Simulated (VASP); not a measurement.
# InPd (Pmm2) in VASP: notebook

Runs on InPd. Level: PBE. Tasks: single point.

Program: VASP 6.6.1. These are calculated values, not measurements. Logs are shortened: lines on timing, memory, paths and dates and some standing lists are left out, and cuts for length are marked.

### 1 The cell of the first run

Symmetry: Pmm2, No. 25, orthorhombic system. The conventional cell has a = 3.267 Å, b = 3.382 Å, c = 3.267 Å, α = 90.00°, β = 90.00°, γ = 90.00°. Within 3.7 Å of In (site symmetry mm2) lie 8 Pd at 2.80 to 2.93 Å and 6 In at 3.27 to 3.38 Å. Pd (site symmetry mm2) has 8 In at 2.80 to 2.93 Å and 6 Pd at 3.27 to 3.38 Å within 3.7 Å.

### 2 Single point, PBE (atoms displaced along a vibrational mode, the cell strained)

The input, INCAR:

```
SYSTEM = InPd
ALGO = Fast ; EDIFF = 1E-6
ENCUT = 520 ; GGA = PE
ISIF = 2 ; ISMEAR = 0
LASPH = .True. ; LCHARG = .False.
LREAL = .False. ; LWAVE = .False.
NBANDS = 18 ; NELM = 100
PREC = Accurate ; SIGMA = 0.15
```

The input, KPOINTS:

```
k-points
0
Gamma
  14 14 14
  0 0 0
```

The input, POSCAR:

```
InPd
1.0
    3.2667572751      0.0000000000      0.0000000000
    0.0000000000      3.2667572751      0.0000000000
    0.0000000000      0.0000000000      3.3822762378
In Pd
1 1
Direct
   -0.0161521247      0.0000000000      0.0000000000
    0.5174267493      0.5000000000      0.5000000000
```

Potentials or basis: VASP PAW PBE potentials, release 64 (In_d, Pd).

On the command line:

```
$ cat potpaw_PBE.64/In_d/POTCAR potpaw_PBE.64/Pd/POTCAR > POTCAR
$ mpirun -np 1 vasp_std > vasp.out
```

OUTCAR:

```text
SYSTEM = InPd
   EDIFF = 1E-6
   ENCUT = 520
   GGA = PE
   ISIF = 2
   ISMEAR = 0
   LASPH = .True.
   LREAL = .False.
   NELM = 100
   PREC = Accurate

 ion  position               nearest neighbor table
   1  0.984  0.000  0.000-   2 2.80   2 2.80   2 2.80   2 2.80   2 2.93   2 2.93   2 2.93   2 2.93

   2  0.517  0.500  0.500-   1 2.80   1 2.80   1 2.80   1 2.80   1 2.93   1 2.93   1 2.93   1 2.93

  LATTYP: Found a simple tetragonal cell.
 ALAT       =     3.2667572751
 C/A-ratio  =     1.0353619669

  Lattice vectors:

 A1 = (   3.2667572751,   0.0000000000,   0.0000000000)
 A2 = (   0.0000000000,   3.2667572751,   0.0000000000)
 A3 = (   0.0000000000,   0.0000000000,   3.3822762378)

Analysis of symmetry for initial positions (statically):
=====================================================================
 Subroutine PRICEL returns:
 Original cell was already a primitive cell.

 Routine SETGRP: Setting up the symmetry group for a
 simple tetragonal supercell.

 Subroutine GETGRP returns: Found  4 space group operations
 (whereof  4 operations were pure point group operations)
 out of a pool of 16 trial point group operations.

The static configuration has the point symmetry C_2v.

Analysis of symmetry for dynamics (positions and initial velocities):
=====================================================================
 Subroutine PRICEL returns:
 Original cell was already a primitive cell.

 Routine SETGRP: Setting up the symmetry group for a
 simple tetragonal supercell.

 Subroutine GETGRP returns: Found  4 space group operations
 (whereof  4 operations were pure point group operations)
 out of a pool of 16 trial point group operations.

The dynamic configuration has the point symmetry C_2v.

 Subroutine INISYM returns: Found  4 space group operations
 (whereof  4 operations are pure point group operations),
 and found     1 'primitive' translations

----------------------------------------------------------------------------------------

                                     Primitive cell

  volume of cell :      36.0946

  direct lattice vectors                    reciprocal lattice vectors
     3.266757275  0.000000000  0.000000000     0.306113958  0.000000000  0.000000000
     0.000000000  3.266757275  0.000000000     0.000000000  0.306113958  0.000000000
     0.000000000  0.000000000  3.382276238     0.000000000  0.000000000  0.295658879

  length of vectors
     3.266757275  3.266757275  3.382276238     0.306113958  0.306113958  0.295658879

  position of ions in fractional coordinates (direct lattice)
     0.983847875  0.000000000  0.000000000
     0.517426749  0.500000000  0.500000000

  ion indices of the primitive-cell ions
   primitive index   ion index
                 1           1
                 2           2

----------------------------------------------------------------------------------------

 KPOINTS: k-points

Automatic generation of k-mesh.
 Grid dimensions read from file:
 generate k-points for:   14   14   14

 Generating k-lattice:

  Cartesian coordinates                     Fractional coordinates (reciprocal lattice)
     0.021865283  0.000000000  0.000000000     0.071428571  0.000000000  0.000000000
     0.000000000  0.021865283  0.000000000     0.000000000  0.071428571  0.000000000
     0.000000000  0.000000000  0.021118491     0.000000000  0.000000000  0.071428571

  Length of vectors
     0.021865283  0.021865283  0.021118491

  Shift w.r.t. Gamma in fractional coordinates (k-lattice)
     0.000000000  0.000000000  0.000000000

 Subroutine IBZKPT returns following result:
 ===========================================

 Found    512 irreducible k-points:

 Following reciprocal coordinates:
            Coordinates               Weight
  0.000000  0.000000  0.000000      1.000000
  0.071429  0.000000  0.000000      2.000000
  0.000000  0.071429  0.000000      2.000000
  0.142857  0.000000  0.000000      2.000000
  0.000000  0.142857  0.000000      2.000000
  0.214286  0.000000  0.000000      2.000000
[... 16 lines left out ...]
  0.357143  0.071429  0.000000      4.000000
 -0.071429  0.357143  0.000000      4.000000
 [... further k-points ...]
   k-points           NKPTS =    512   k-points in BZ     NKDIM =    512   number of bands    NBANDS=     18
   number of dos      NEDOS =    301   number of ions     NIONS =      2
   total plane-waves  NPLWV =  16128
   dimension x,y,z NGX =    24 NGY =   24 NGZ =   28
   dimension x,y,z NGXF=    48 NGYF=   48 NGZF=   56
   ions per type =               1   1
   NGX,Y,Z   is equivalent  to a cutoff of  12.21, 12.21, 13.76 a.u.
   NGXF,Y,Z  is equivalent  to a cutoff of  24.43, 24.43, 27.53 a.u.
 SYSTEM =  InPd
   PREC   = accura    normal or accurate (medium, high low for compatibility)
   ISTART =      0    job   : 0-new  1-cont  2-samecut
   ICHARG =      2    charge: 1-file 2-atom 10-const
   ISPIN  =      1    spin polarized calculation?
   LNONCOLLINEAR =      F non collinear calculations
   LSORBIT =      F    spin-orbit coupling
   LASPH  =      T    aspherical Exc in radial PAW
   ENCUT  =  520.0 eV  38.22 Ry    6.18 a.u.   6.07  6.07  6.29*2*pi/ulx,y,z
   NELM   =    100;   NELMIN=  2; NELMDL= -5     # of ELM steps
   EDIFF  = 0.1E-05   stopping-criterion for ELM
   LREAL  =      F    real-space projection
   EDIFFG = 0.1E-04   stopping-criterion for IOM
   NSW    =      0    number of steps for IOM
   IBRION =     -1    ionic relax: 0-MD 1-quasi-New 2-CG
   NFREE  =      0    steps in history (QN), initial steepest desc. (CG)
   ISIF   =      2    stress and relaxation
   ISYM   =      2    0-nonsym 1-usesym 2-fastsym
   POTIM  = 0.5000    time-step for ionic-motion
   TEBEG  =    0.0;   TEEND  =   0.0 temperature during run
   PSTRESS=    0.0 pullay stress
   NELECT =      23.0000    total number of electrons
   NUPDOWN=      -1.0000    fix difference up-down
   EMIN   =  10.00;   EMAX   =-10.00  energy-range for DOS
   EFERMI =   0.00;   METHOD = LEGACY
   ISMEAR =     0;   SIGMA  =   0.15  broadening in eV -4-tet -1-fermi 0-gaus
   EFERMI_NEDOS =   21; number of points for ismear=-14 and -15
   IALGO  =     68    algorithm
   IMIX   =      4    mixing-type and parameters
     AMIX     =   0.40;   BMIX     =  1.00
     AMIX_MAG =   1.60;   BMIX_MAG =  1.00
  volume/ion in A,a.u.               =      18.05       121.79
  Fermi-wavevector in a.u.,A,eV,Ry     =   1.408758  2.662167 27.002124  1.984600
  Thomas-Fermi vector in A             =   2.530883
   LORBIT       =      0    0 simple, 1 ext, 2 COOP (PROOUT), +10 PAW based schemes
   GGA     = PE    functional components
   LHFCALC =     F    Hartree Fock is set to
   AEXX    =    0.0000 exact exchange contribution
   IVDW    =     0    specifies the selected vdW correction
   LEPSILON=     F    determine dielectric tensor
   LRPA    =     F    only Hartree local field effects (RPA)
 non-spin polarized calculation
 RMM-DIIS sequential band-by-band and
 Gauss-broadening in eV      SIGMA  =   0.15
  energy-cutoff  :      520.00
  volume of cell :       36.09
 maximum number of plane-waves:       994
   NGX = 13   NGY = 13   NGZ = 13

 number of electron      22.9999990 magnetization

 Free energy of the ion-electron system (eV)
  ---------------------------------------------------
  ext. energy  EPLUGINS =         0.00000000
  ---------------------------------------------------
  free energy    TOTEN  =        -8.72896862 eV

  energy without entropy =       -8.72037172  energy(sigma->0) =       -8.72467017

 E-fermi :  10.0672     XC(G=0): -12.0585

 val. band max:       10.0523261457   @ k =   0.4286   0.3571   0.4286
 cond. band min:      10.0675209852   @ k =   0.4286   0.4286   0.3571
 fundamental gap:      0.0151948395
 Fermi energy:        10.0672077207

 k-point     1 :       0.0000    0.0000    0.0000
  band No.  band energies     occupation
      1      -4.8798      2.00000
      2      -4.8324      2.00000
      3      -4.4870      2.00000
      4      -4.4845      2.00000
      5      -4.4654      2.00000
      6       0.2151      2.00000
[... 10 lines left out ...]
     17      20.5985      0.00000
     18      25.6346      0.00000

 k-point     2 :       0.0714    0.0000    0.0000
  band No.  band energies     occupation
      1      -4.8674      2.00000
      2      -4.8247      2.00000
      3      -4.4903      2.00000
      4      -4.4855      2.00000
      5      -4.4710      2.00000
      6       0.2956      2.00000
[... 10 lines left out ...]
     17      21.0657      0.00000
     18      25.7289      0.00000

 k-point     3 :       0.0000    0.0714    0.0000
  band No.  band energies     occupation
      1      -4.8673      2.00000
      2      -4.8248      2.00000
      3      -4.4927      2.00000
      4      -4.4831      2.00000
      5      -4.4710      2.00000
      6       0.2957      2.00000
[... 10 lines left out ...]
     17      21.1294      0.00000
     18      25.6718      0.00000

 k-point     4 :       0.1429    0.0000    0.0000
  band No.  band energies     occupation
      1      -4.8451      2.00000
      2      -4.7908      2.00000
      3      -4.5063      2.00000
      4      -4.4867      2.00000
      5      -4.4812      2.00000
      6       0.5368      2.00000
[... 375 lines left out ...]
      4      -4.5449      2.00000
      5      -4.4741      2.00000
      6       1.5685      2.00000
[... 10 lines left out ...]
     17      23.0700      0.00000
     18      23.7821      0.00000

 k-point    23 :       0.3571    0.0714    0.0000
  band No.  band energies     occupation
      1      -4.7894      2.00000
      2      -4.5787      2.00000
      3      -4.5754      2.00000
      4      -4.5678      2.00000
      5      -4.4699      2.00000
      6       2.2565      2.00000
[... 10 lines left out ...]
     17      21.8108      0.00000
     18      22.3863      0.00000

 k-point    24 :      -0.0714    0.3571    0.0000
  band No.  band energies     occupation
      1      -4.7904      2.00000
      2      -4.5806      2.00000
      3      -4.5741      2.00000
      4      -4.5681      2.00000
      5      -4.4691      2.00000
      6       2.2618      2.00000
[... 10 lines left out ...]
     17      21.9366      0.00000
     18      22.3700      0.00000

 [... further k-points ...]
[... 5 lines left out ...]
  --------------------------------------------------------------------------------------
  -------------------------------------------------------------------------------------
  Total        0.1346781      0.2189325      0.0340226      0.0000000      0.0000000      0.0000000
  in kB        5.9781205      9.7180238      1.5102050      0.0000000      0.0000000      0.0000000
  external PRESSURE =       5.7354498 kB  Pullay stress =       0.0000000 kB

 VOLUME and BASIS-vectors are now :
 -----------------------------------------------------------------------------
  energy-cutoff  :      520.00
  volume of cell :       36.09
      direct lattice vectors                 reciprocal lattice vectors
     3.266757275  0.000000000  0.000000000     0.306113958  0.000000000  0.000000000
     0.000000000  3.266757275  0.000000000     0.000000000  0.306113958  0.000000000
     0.000000000  0.000000000  3.382276238     0.000000000  0.000000000  0.295658879

 POSITION                                       TOTAL-FORCE (eV/Angst)
 -----------------------------------------------------------------------------------
      3.21399      0.00000      0.00000         0.378694      0.000000      0.000000
      1.69031      1.63338      1.69114        -0.378694      0.000000      0.000000
 -----------------------------------------------------------------------------------
    total drift:                               -0.000233      0.000000      0.000002

  FREE ENERGIE OF THE ION-ELECTRON SYSTEM (eV)
  ---------------------------------------------------
  free  energy   TOTEN  =        -8.7289686241 eV

  energy  without entropy=       -8.7203717189  energy(sigma->0) =       -8.72467017
```

Wall time 2.6 min (1 thread of Intel Xeon Platinum 8488C (Sapphire Rapids), shared host); peak memory 0.43 GiB.

What came out:

* Free energy: -8.7290 eV
* Pressure: 0.6 GPa
* Largest force: 0.379 eV/Å
* Band gap on the k mesh: zero (an odd number of electrons rules out a gap without spin polarisation)

Forces in eV/Å, atoms in the order of the input:
```
In   0.379  0.000  0.000
Pd  -0.379  0.000  0.000
```

Stress tensor (GPa, compression positive):
```
0.60 0.00 0.00
0.00 0.97 0.00
0.00 0.00 0.15
```

Levels at points of the mesh, in eV from the Fermi level:
```
           k point  band 8  band 9  band 10  band 11  band 12  band 13  band 14  band 15  band 16  band 17
(0.00, 0.00, 0.00)   -3.71   -2.28    -2.28    -2.19     3.53     4.46     4.52     8.79    10.31    10.53
(0.50, 0.00, 0.00)   -3.67   -3.31    -3.10    -2.34    -1.01     8.80     9.49     9.55    10.04    10.65
(0.00, 0.50, 0.00)   -3.66   -3.32    -3.09    -2.33    -1.03     8.89     9.25     9.62     9.95    10.65
(0.50, 0.50, 0.00)   -2.73   -2.71    -2.14    -2.09    -1.62     1.39     2.56     8.82    10.87    10.88
(0.00, 0.00, 0.50)   -3.72   -3.12    -3.09    -2.24    -1.37     9.01     9.33    10.05    10.54    10.69
(0.50, 0.00, 0.50)   -2.62   -2.60    -2.39    -2.16    -1.74     1.21     2.23     9.49    11.35    11.49
(0.00, 0.50, 0.50)   -2.67   -2.67    -2.31    -2.15    -1.74     1.21     2.24     9.52    11.39    11.52
(0.50, 0.50, 0.50)   -4.71   -1.73    -1.59    -0.21     3.52     3.58     3.73     4.11     4.32     4.65
```

Caveat: the cell differs from its parent crystal (atoms displaced along a vibrational mode, the cell strained); spin-orbit coupling is left out, which moves the levels of the heavy elements.

### 3 Single point, PBE (atoms displaced along a vibrational mode, the cell strained)

The input, INCAR:

```
ALGO = Fast ; EDIFF = 1E-7
ENCUT = 520 ; GGA = PE
ISIF = 2 ; ISMEAR = 0
LASPH = T ; LCHARG = F
LREAL = F ; LWAVE = F
NBANDS = 18 ; NELM = 100
PREC = Accurate ; SIGMA = 0.15
```

The input, KPOINTS:

```
k-points
0
Gamma
  14 14 14
```

The input, POSCAR:

```
InPd
1.0
    3.3437699169      0.0000000000      0.0000000000
    0.0000000000      3.3437699169      0.0000000000
    0.0000000000      0.0000000000      3.2282509542
In Pd
1 1
Direct
   -0.0053840416      0.0000000000      0.0000000000
    0.5058089164      0.5000000000      0.5000000000
```

Potentials or basis: VASP PAW PBE potentials, release 64 (In_d, Pd).

On the command line:

```
$ cat potpaw_PBE.64/In_d/POTCAR potpaw_PBE.64/Pd/POTCAR > POTCAR
$ mpirun -np 1 vasp_std > vasp.out
```

Wall time 3.3 min (1 thread of Intel Xeon Platinum 8488C (Sapphire Rapids), shared host); peak memory 0.44 GiB.

The run converged. Its results:

```
Free energy            : -8.7464 eV
Pressure               : 0.2 GPa
Largest force          : 0.136 eV/Å
Band gap on the k mesh : zero (an odd number of electrons rules out a gap without spin polarisation)
```

Forces on the atoms (eV/Å):
```
In   0.136  0.000  0.000
Pd  -0.136  0.000  0.000
```

Stress tensor (GPa, compression positive):
```
-0.24  0.00  0.00
 0.00 -0.20  0.00
 0.00  0.00  0.97
```

Levels at points of the mesh, in eV from the Fermi level:
| k point | band 10 | band 11 | band 12 | band 13 | band 14 | band 15 |
| --- | --- | --- | --- | --- | --- | --- |
| (0.00, 0.00, 0.00) | -2.21 | -2.20 | 3.83 | 3.83 | 4.80 | 8.84 |
| (0.50, 0.00, 0.00) | -3.03 | -2.27 | -1.24 | 8.91 | 9.61 | 9.69 |
| (0.00, 0.50, 0.00) | -3.03 | -2.27 | -1.24 | 8.87 | 9.66 | 9.70 |
| (0.50, 0.50, 0.00) | -2.34 | -2.34 | -1.76 | 1.15 | 2.12 | 9.72 |
| (0.00, 0.00, 0.50) | -3.23 | -2.36 | -0.90 | 9.16 | 9.22 | 9.70 |
| (0.50, 0.00, 0.50) | -2.27 | -2.08 | -1.65 | 1.34 | 2.48 | 9.02 |
| (0.00, 0.50, 0.50) | -2.27 | -2.08 | -1.65 | 1.34 | 2.48 | 9.02 |
| (0.50, 0.50, 0.50) | -1.59 | -0.21 | 3.69 | 3.70 | 3.74 | 4.02 |

Caveat: the cell differs from its parent crystal (atoms displaced along a vibrational mode, the cell strained); spin-orbit coupling is left out, which moves the levels of the heavy elements.
